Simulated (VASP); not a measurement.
# Te2Mo in VASP: further runs

Te2Mo is run at these levels: PBE+D3(BJ); tasks: single point.

Everything below comes from runs of VASP 6.6.1. Logs are shortened: lines on timing, memory, paths and dates and some standing lists are left out, and cuts for length are marked.

## 1. The cell of the first run

The cell holds a slab with vacuum, 3 atoms: a = 3.504 Å, b = 3.636 Å, c = 33.270 Å, α = 90.00°, β = 90.00°, γ = 118.80°.

## 2. Single point, PBE+D3(BJ) (strain along y +0.050, then relaxed in part)

File INCAR:

```
PREC = Accurate ; ENCUT = 520
EDIFF = 1E-6 ; ISMEAR = 0
SIGMA = 0.02 ; LREAL = False
LASPH = True ; NELM = 60
ALGO = Normal ; ISIF = 2
LWAVE = False ; LCHARG = True
LDIPOL = True ; IDIPOL = 3
DIPOL = 0.5 0.5 0.500 ; GGA = PE
IVDW = 12 ; LELF = True
LVHAR = True ; LVACPOTAV = True
NBANDS = 20
```

File KPOINTS:

```
regular mesh
0
Gamma
  12 12 1
```

File POSCAR:

```
Te2Mo
1.0
    3.5038922592      0.0000000000      0.0000000000
   -1.7519461296      3.1861826940      0.0000000000
    0.0000000000      0.0000000000     33.2702079439
Te Mo
2 1
Direct
    0.3345449034      0.6690898068      0.4463727606
    0.3345449034      0.6690898068      0.5536272394
    0.6642435266      0.3284870532      0.5000000000
```

Potentials or basis: VASP PAW PBE potentials, release 64 (Te, Mo_sv).

Command:

```
cat potpaw_PBE.64/Te/POTCAR potpaw_PBE.64/Mo_sv/POTCAR > POTCAR
mpirun -np 1 vasp_std > vasp.out
```

OUTCAR:

```text
PREC = Accurate
   ENCUT = 520
   EDIFF = 1E-6
   ISMEAR = 0
   LREAL = False
   LASPH = True
   NELM = 60
   ISIF = 2
   GGA = PE
   IVDW = 12
 IVDW          = 12

 ion  position               nearest neighbor table
   1  0.335  0.669  0.446-   3 2.73   3 2.73   3 2.76   2 3.57
   2  0.335  0.669  0.554-   3 2.73   3 2.73   3 2.76   1 3.57
   3  0.664  0.328  0.500-   1 2.73   2 2.73   1 2.73   2 2.73   1 2.76   2 2.76

  LATTYP: Found a base centered orthorhombic cell.
 ALAT       =     3.5038922592
 B/A-ratio  =     1.8186533479
 C/A-ratio  =     9.4952143167

  Lattice vectors:

 A1 = (   1.7519461296,  -3.1861826940,   0.0000000000)
 A2 = (   1.7519461296,   3.1861826940,   0.0000000000)
 A3 = (   0.0000000000,   0.0000000000,  33.2702079439)

Analysis of symmetry for initial positions (statically):
=====================================================================
 Subroutine PRICEL returns:
 Original cell was already a primitive cell.

 Routine SETGRP: Setting up the symmetry group for a
 base centered orthorhombic supercell.

 Subroutine GETGRP returns: Found  4 space group operations
 (whereof  4 operations were pure point group operations)
 out of a pool of  8 trial point group operations.

The static configuration has the point symmetry C_2v.

Analysis of symmetry for dynamics (positions and initial velocities):
=====================================================================
 Subroutine PRICEL returns:
 Original cell was already a primitive cell.

 Routine SETGRP: Setting up the symmetry group for a
 base centered orthorhombic supercell.

 Subroutine GETGRP returns: Found  4 space group operations
 (whereof  4 operations were pure point group operations)
 out of a pool of  8 trial point group operations.

The dynamic configuration has the point symmetry C_2v.

 Subroutine INISYM returns: Found  4 space group operations
 (whereof  4 operations are pure point group operations),
 and found     1 'primitive' translations

----------------------------------------------------------------------------------------

                                     Primitive cell

  volume of cell :     371.4300

  direct lattice vectors                    reciprocal lattice vectors
     3.503892259  0.000000000  0.000000000     0.285396903  0.156927599  0.000000000
    -1.751946130  3.186182694  0.000000000     0.000000000  0.313855198  0.000000000
     0.000000000  0.000000000 33.270207944     0.000000000  0.000000000  0.030056921

  length of vectors
     3.503892259  3.636079675 33.270207944     0.325695661  0.313855198  0.030056921

  position of ions in fractional coordinates (direct lattice)
     0.334544903  0.669089807  0.446372761
     0.334544903  0.669089807  0.553627239
     0.664243527  0.328487053  0.500000000

  ion indices of the primitive-cell ions
   primitive index   ion index
                 1           1
                 2           2
                 3           3

----------------------------------------------------------------------------------------

 KPOINTS: regular mesh

Automatic generation of k-mesh.
 Grid dimensions read from file:
 generate k-points for:   12   12    1

 Generating k-lattice:

  Cartesian coordinates                     Fractional coordinates (reciprocal lattice)
     0.023783075  0.013077300  0.000000000     0.083333333  0.000000000  0.000000000
     0.000000000  0.026154600  0.000000000     0.000000000  0.083333333  0.000000000
     0.000000000  0.000000000  0.030056921     0.000000000  0.000000000  1.000000000

  Length of vectors
     0.027141305  0.026154600  0.030056921

  Shift w.r.t. Gamma in fractional coordinates (k-lattice)
     0.000000000  0.000000000  0.000000000

 Subroutine IBZKPT returns following result:
 ===========================================

 Found     43 irreducible k-points:

 Following reciprocal coordinates:
            Coordinates               Weight
  0.000000  0.000000  0.000000      1.000000
  0.083333 -0.000000  0.000000      4.000000
  0.166667 -0.000000  0.000000      4.000000
  0.250000 -0.000000  0.000000      4.000000
  0.333333 -0.000000  0.000000      4.000000
  0.416667 -0.000000  0.000000      4.000000
[... 16 lines left out ...]
  0.333333  0.166667  0.000000      4.000000
  0.416667  0.166667  0.000000      4.000000
 [... further k-points ...]
   k-points           NKPTS =     43   k-points in BZ     NKDIM =     43   number of bands    NBANDS=     20
   number of dos      NEDOS =    301   number of ions     NIONS =      3
   total plane-waves  NPLWV = 196000
   dimension x,y,z NGX =    28 NGY =   28 NGZ =  250
   dimension x,y,z NGXF=    56 NGYF=   56 NGZF=  500
   ions per type =               2   1
   NGX,Y,Z   is equivalent  to a cutoff of  13.28, 12.80, 12.49 a.u.
   NGXF,Y,Z  is equivalent  to a cutoff of  26.57, 25.60, 24.98 a.u.
 SYSTEM =  unknown system
   PREC   = accura    normal or accurate (medium, high low for compatibility)
   ISTART =      0    job   : 0-new  1-cont  2-samecut
   ICHARG =      2    charge: 1-file 2-atom 10-const
   ISPIN  =      1    spin polarized calculation?
   LNONCOLLINEAR =      F non collinear calculations
   LSORBIT =      F    spin-orbit coupling
   LASPH  =      T    aspherical Exc in radial PAW
   ENCUT  =  520.0 eV  38.22 Ry    6.18 a.u.   6.51  6.76 61.86*2*pi/ulx,y,z
   NELM   =     60;   NELMIN=  2; NELMDL= -5     # of ELM steps
   EDIFF  = 0.1E-05   stopping-criterion for ELM
   LREAL  =      F    real-space projection
   EDIFFG = 0.1E-04   stopping-criterion for IOM
   NSW    =      0    number of steps for IOM
   IBRION =     -1    ionic relax: 0-MD 1-quasi-New 2-CG
   NFREE  =      0    steps in history (QN), initial steepest desc. (CG)
   ISIF   =      2    stress and relaxation
   ISYM   =      2    0-nonsym 1-usesym 2-fastsym
   POTIM  = 0.5000    time-step for ionic-motion
   TEBEG  =    0.0;   TEEND  =   0.0 temperature during run
   PSTRESS=    0.0 pullay stress
   NELECT =      26.0000    total number of electrons
   NUPDOWN=      -1.0000    fix difference up-down
   EMIN   =  10.00;   EMAX   =-10.00  energy-range for DOS
   EFERMI =   0.00;   METHOD = LEGACY
   ISMEAR =     0;   SIGMA  =   0.02  broadening in eV -4-tet -1-fermi 0-gaus
   EFERMI_NEDOS =   21; number of points for ismear=-14 and -15
   IALGO  =     38    algorithm
   IMIX   =      4    mixing-type and parameters
     AMIX     =   0.40;   BMIX     =  1.00
     AMIX_MAG =   1.60;   BMIX_MAG =  1.00
  volume/ion in A,a.u.               =     123.81       835.51
  Fermi-wavevector in a.u.,A,eV,Ry     =   0.674694  1.274987  6.193539  0.455212
  Thomas-Fermi vector in A             =   1.751489
   LORBIT       =      0    0 simple, 1 ext, 2 COOP (PROOUT), +10 PAW based schemes
   GGA     = PE    functional components
   LHFCALC =     F    Hartree Fock is set to
   AEXX    =    0.0000 exact exchange contribution
   IVDW    =    12    specifies the selected vdW correction
   LEPSILON=     F    determine dielectric tensor
   LRPA    =     F    only Hartree local field effects (RPA)
 non-spin polarized calculation
 Gauss-broadening in eV      SIGMA  =   0.02
  energy-cutoff  :      520.00
  volume of cell :      371.43
 maximum number of plane-waves:     10062
 NGX is ok and might be reduce to    28
   NGX = 13   NGY = 13   NGZ =123

 number of electron      26.0000001 magnetization

 dipolmoment           0.000000      0.000000     -0.000000 electrons x Angstroem

 Free energy of the ion-electron system (eV)
  ---------------------------------------------------
  ext. energy  EPLUGINS =         0.00000000
  ---------------------------------------------------
  free energy    TOTEN  =       -17.99082347 eV

  energy without entropy =      -17.99082347  energy(sigma->0) =      -17.99082347

 E-fermi :  -2.2291     XC(G=0):  -2.4975

 val. band max:       -2.3358876296   @ k =   0.3333   0.3333   0.0000
 cond. band min:      -1.3546706627   @ k =   0.3333   0.3333   0.0000
 fundamental gap:      0.9812169669
 Fermi energy:        -2.2290578918

 k-point     1 :       0.0000    0.0000    0.0000
  band No.  band energies     occupation
      1     -63.0167      2.00000
      2     -37.1470      2.00000
      3     -37.1048      2.00000
      4     -37.0371      2.00000
      5     -14.7851      2.00000
      6     -13.7993      2.00000
[... 12 lines left out ...]
     19       2.2091      0.00000
     20       2.6311      0.00000

 k-point     2 :       0.0833   -0.0000    0.0000
  band No.  band energies     occupation
      1     -63.0161      2.00000
      2     -37.1453      2.00000
      3     -37.1074      2.00000
      4     -37.0439      2.00000
      5     -14.6921      2.00000
      6     -13.7349      2.00000
[... 12 lines left out ...]
     19       2.3250      0.00000
     20       2.7458      0.00000

 k-point     3 :       0.1667   -0.0000    0.0000
  band No.  band energies     occupation
      1     -63.0146      2.00000
      2     -37.1408      2.00000
      3     -37.1152      2.00000
      4     -37.0616      2.00000
      5     -14.4225      2.00000
      6     -13.5481      2.00000
[... 12 lines left out ...]
     19       2.6576      0.00000
     20       3.0775      0.00000

 k-point     4 :       0.2500   -0.0000    0.0000
  band No.  band energies     occupation
      1     -63.0126      2.00000
      2     -37.1347      2.00000
      3     -37.1288      2.00000
      4     -37.0826      2.00000
      5     -14.0080      2.00000
      6     -13.2624      2.00000
[... 429 lines left out ...]
 k-point    23 :       0.3333    0.1667    0.0000
  band No.  band energies     occupation
      1     -63.0090      2.00000
      2     -37.1667      2.00000
      3     -37.1233      2.00000
      4     -37.1074      2.00000
      5     -12.9850      2.00000
      6     -12.5905      2.00000
[... 12 lines left out ...]
     19       4.4051      0.00000
     20       4.4948      0.00000

 k-point    24 :       0.4167    0.1667    0.0000
  band No.  band energies     occupation
      1     -63.0083      2.00000
      2     -37.1651      2.00000
      3     -37.1214      2.00000
      4     -37.1201      2.00000
      5     -12.7876      2.00000
      6     -12.4512      2.00000
[... 12 lines left out ...]
     19       4.5177      0.00000
     20       4.6427      0.00000

 [... further k-points ...]

------------------------ aborting loop because EDIFF is reached ----------------------------------------

 Edisp (eV)   -1.15263

 E8    (eV) :    -0.5620

  FORCE on cell =-STRESS in cart. coord.  units (eV):
  Direction    XX          YY          ZZ          XY          YZ          ZX
  --------------------------------------------------------------------------------------
  -------------------------------------------------------------------------------------
  Total      -0.57230    -2.63205     0.03781     0.00000     0.00000     0.00000
  in kB      -2.46862   -11.35346     0.16310     0.00000     0.00000     0.00000
  external pressure =       -4.55 kB  Pullay stress =        0.00 kB

 VOLUME and BASIS-vectors are now :
 -----------------------------------------------------------------------------
  energy-cutoff  :      520.00
  volume of cell :      371.43
      direct lattice vectors                 reciprocal lattice vectors
     3.503892259  0.000000000  0.000000000     0.285396903  0.156927599  0.000000000
    -1.751946130  3.186182694  0.000000000     0.000000000  0.313855198  0.000000000
     0.000000000  0.000000000 33.270207944     0.000000000  0.000000000  0.030056921

 POSITION                                       TOTAL-FORCE (eV/Angst)
 -----------------------------------------------------------------------------------
      0.00000      2.13184     14.85091         0.000000     -0.003036     -0.014177
      0.00000      2.13184     18.41929         0.000000     -0.003036      0.014177
      1.75195      1.04662     16.63510         0.000000      0.006073      0.000000
 -----------------------------------------------------------------------------------
    total drift:                               -0.000000      0.000128     -0.000000

  FREE ENERGIE OF THE ION-ELECTRON SYSTEM (eV)
  ---------------------------------------------------
  free  energy   TOTEN  =       -19.1434486728 eV

  energy  without entropy=      -19.1434486728  energy(sigma->0) =      -19.14344867

 vacuum level on the upper side and lower side of the slab         2.605         2.605
```

Wall time 11 min (1 thread of Intel Xeon 6975P-C, shared host); peak memory 0.66 GiB.

What came out:

```yaml
Free_energy: -19.1434 eV
Largest_force: 0.014 eV/Å
Band_gap_on_the_k_mesh: 0.98 eV, direct
Dispersion_energy_per_atom: -0.384 eV
```

Forces on the atoms (eV/Å):
```
Te   0.000 -0.003 -0.014
Te   0.000 -0.003  0.014
Mo   0.000  0.006  0.000
```

Levels at points of the mesh, in eV from the valence-band top:
```csv
k point,band 10,band 11,band 12,band 13,band 14,band 15,band 16,band 17
"(0.00, 0.00, 0.00)",-1.52,-1.07,-0.78,-0.32,2.82,3.01,3.13,3.49
"(0.50, 0.00, 0.00)",-2.44,-1.41,-0.63,-0.56,1.27,1.78,3.24,3.57
"(0.00, 0.50, 0.00)",-1.99,-1.62,-0.80,-0.10,1.40,1.60,3.33,3.85
```

Caveat: the cell differs from its parent crystal (strain along y +0.050, then relaxed in part); spin-orbit coupling is left out, which moves the levels of the heavy elements.

## 3. Single point, PBE+D3(BJ)

This run uses another cell than the first one, of 117.41 Å³/atom, 0.948 times its volume.

File INCAR:

```
SYSTEM = Te2Mo
ALGO = Normal
DIPOL = 0.5 0.5 0.500
EDIFF = 1E-6
ENCUT = 520
GGA = PE
IDIPOL = 3
ISIF = 2
ISMEAR = 0
IVDW = 12
LASPH = .TRUE.
LCHARG = .TRUE.
LDIPOL = .TRUE.
LELF = .TRUE.
LREAL = .FALSE.
LVACPOTAV = .TRUE.
LVHAR = .TRUE.
LWAVE = .FALSE.
NBANDS = 20
NELM = 60
PREC = Accurate
SIGMA = 0.1
```

File KPOINTS:

```
k-points
0
G
  6 6 1
  0 0 0
```

File POSCAR:

```
Te2Mo
1.0
    3.4964011499      0.0000000000      0.0000000000
   -1.7482005750      3.0279722176      0.0000000000
    0.0000000000      0.0000000000     33.2702079551
Te Mo
2 1
Direct
    0.3333333333      0.6666666667      0.4453699841
    0.3333333333      0.6666666667      0.5546300159
    0.6666666667      0.3333333333      0.5000000000
```

Potentials or basis: VASP PAW PBE potentials, release 64 (Te, Mo_sv).

Command:

```
cat potpaw_PBE.64/Te/POTCAR potpaw_PBE.64/Mo_sv/POTCAR > POTCAR
mpirun -np 1 vasp_std > vasp.out
```

Run time: 70 s. Hardware: 1 thread of Intel Xeon 6975P-C (Granite Rapids), shared host; peak memory 0.45 GiB.

The run converged. Its results:

```
Free energy                : -19.2083 eV
Largest force              : 0.046 eV/Å
Band gap on the k mesh     : 1.20 eV, direct
Dispersion energy per atom : -0.402 eV
```

Forces in eV/Å, atoms in the order of the input:
```
Te   0.000  0.000 -0.046
Te   0.000  0.000  0.046
Mo   0.000  0.000  0.000
```

Levels at points of the mesh, in eV from the valence-band top:
| k point | band 10 | band 11 | band 12 | band 13 | band 14 | band 15 | band 16 | band 17 |
| --- | --- | --- | --- | --- | --- | --- | --- | --- |
| (0.00, 0.00, 0.00) | -1.60 | -0.82 | -0.82 | -0.60 | 3.23 | 3.23 | 3.51 | 3.51 |
| (0.50, 0.00, 0.00) | -2.28 | -1.73 | -0.78 | -0.20 | 1.52 | 1.81 | 3.32 | 3.74 |

Caveat: spin-orbit coupling is left out, which moves the levels of the heavy elements.
